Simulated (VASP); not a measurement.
Set up this calculation in VASP 6.6.1, as the native input.

```
Task                   : single point
Functional             : PBE
Potentials or basis    : VASP PAW PBE potentials, release 64 (Na_pv, Cl)
Cutoff                 : 520 eV
k mesh                 : 4 × 4 × 4
Occupations            : gaussian, width 0.01 eV
Spin                   : no spin polarisation
Dipole correction      : no
Further INCAR settings : ALGO = Normal; EDIFF = 1e-07; NBANDS = 14
```

The structure of NaCl lies in POSCAR:

```
NaCl
1.0
    0.0000000000      2.8026988303      2.8026988303
    2.8026988303      0.0000000000      2.8026988303
    2.8026988303      2.8026988303      0.0000000000
Na Cl
1 1
Direct
    0.0000000000      0.0000000000      0.0000000000
    0.5000000000      0.5000000000      0.5000000000
```

These files were run (other wordings do the same):

INCAR

```
PREC = Accurate
ENCUT = 520
EDIFF = 1E-7
ISMEAR = 0
SIGMA = 0.01
LREAL = False
LASPH = True
NELM = 80
ALGO = Normal
ISIF = 2
LWAVE = False
LCHARG = True
GGA = PE
LELF = True
LVHAR = True
NBANDS = 14
```

KPOINTS

```
regular mesh
0
Gamma
  4 4 4
```

Potentials or basis: VASP PAW PBE potentials, release 64 (Na_pv, Cl).

Launch:

```console
$ cat potpaw_PBE.64/Na_pv/POTCAR potpaw_PBE.64/Cl/POTCAR > POTCAR
$ mpirun -np 1 vasp_std > vasp.out
```

It gave:

```yaml
Pressure: 1.3 GPa
Band_gap_on_the_k_mesh: 5.18 eV
```

Caveat: the k points lie up to 0.49 Å⁻¹ apart.

It took 10 s on 1 thread of AMD EPYC 7R13, on a shared host, peak memory 0.12 GiB.
